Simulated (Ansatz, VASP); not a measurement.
## AlGaN2 in VASP and in Ansatz

Contents of POSCAR:

```
AlGaN2
1.0
    3.0466507372      0.0000000000      0.0000000000
    0.0000000000      3.0466507372      0.0000000000
    0.0000000000      0.0000000000      4.5565530782
Al Ga N
1 1 2
Direct
    0.5000000000      0.5000000000      0.5000000000
    0.0000000000      0.0000000000      0.0000000000
    0.5000000000      0.0000000000      0.7382648100
    0.0000000000      0.5000000000      0.2617351900
```

File INCAR.step1:

```
SYSTEM = AlGaN2
PREC     = Accurate       ! precision mode
ENCUT    = 520            ! plane-wave cutoff, eV
ISMEAR   = 0              ! smearing method
SIGMA    = 0.05           ! smearing width, eV
LREAL    = .FALSE.        ! projectors in reciprocal space
LASPH    = .TRUE.         ! aspherical terms in the spheres
NELM     = 80             ! most SCF steps
NBANDS   = 21             ! bands
GGA      = PE             ! functional
ALGO     = Normal         ! electronic algorithm
EDIFF    = 1E-4           ! SCF threshold, eV
LWAVE    = .TRUE.         ! write WAVECAR
LCHARG   = .FALSE.        ! write CHGCAR
```

The input INCAR.step2:

```
SYSTEM = AlGaN2
PREC     = Accurate       ! precision mode
ENCUT    = 520            ! plane-wave cutoff, eV
EDIFF    = 1E-7           ! SCF threshold, eV
ISMEAR   = 0              ! smearing method
SIGMA    = 0.05           ! smearing width, eV
LREAL    = .FALSE.        ! projectors in reciprocal space
LASPH    = .TRUE.         ! aspherical terms in the spheres
NELM     = 80             ! most SCF steps
ALGO     = Normal         ! electronic algorithm
ISIF     = 2              ! what is computed and relaxed
LWAVE    = .FALSE.        ! write WAVECAR
LCHARG   = .FALSE.        ! write CHGCAR
METAGGA  = R2SCAN         ! meta-GGA
LMIXTAU  = .TRUE.       
NBANDS   = 21             ! bands
ISTART   = 1
```

KPOINTS

```
Automatic mesh
0
G
  8 8 6
  0 0 0
```

Input for Ansatz:

```yaml
crystal:
  lattice:
    - [3.0466507372, 0.0, 0.0]
    - [0.0, 3.0466507372, 0.0]
    - [0.0, 0.0, 4.5565530782]
  atoms:
    - { symbol: Al, position: [0.5, 0.5, 0.5] }
    - { symbol: Ga, position: [0.0, 0.0, 0.0] }
    - { symbol: "N", position: [0.5, 0.0, 0.73826481] }
    - { symbol: "N", position: [0.0, 0.5, 0.26173519] }
basis:
  ecutwfc: 500
kpoints:
  mp_grid: { grid: [8, 8, 6] }
hamiltonian:
  xc: r2scan
scf:
  occupations: { method: gaussian, width: 0.05 }
output:
  forces: true
  stress: true
  eigenvalues: true
  write_density: true
  write_potential: true
  elf: true
  volumetric_format: npy
```

Change from the starting cell: strain -0.030 along x and y, +0.030 along z, atoms carried along.

Alike in both runs: task single point; functional r2SCAN; k mesh 8 × 8 × 6; occupations gaussian, width 0.05 eV; no spin polarisation.

```csv
,VASP,Ansatz
version,VASP 6.6.1,Ansatz 0.2.0
potentials or method,"VASP PAW PBE potentials, release 64 (Al, Ga_d, N), cutoff 520 eV","scalar-relativistic, plane waves, PAW"
valence electrons in the cell,26,26
```

Ansatz gave:

| Property | Result |
| --- | --- |
| gap on the k mesh at the Fermi level (eV) | 3.48 |
| least direct gap on the mesh (eV) | 3.48 |
| pressure (GPa) | 6.2 |
| traceless stress, the component that is largest in VASP (GPa) | -6.41 |
| rms of the force components (eV/Å) | 0.083 |

Q: Estimate VASP's values.

A: gap on the k mesh at the Fermi level (eV): 3.49; least direct gap on the mesh (eV): 3.49; pressure (GPa): 6.6; traceless stress, the component that is largest in VASP (GPa): -6.35; rms of the force components (eV/Å): 0.044.

VASP's potentials were made for PBE, not for r2SCAN. Atom by atom the forces differ by 0.039 eV/Å (rms over components). The functional is the same, so the differences come from potentials, cutoffs and numerics.
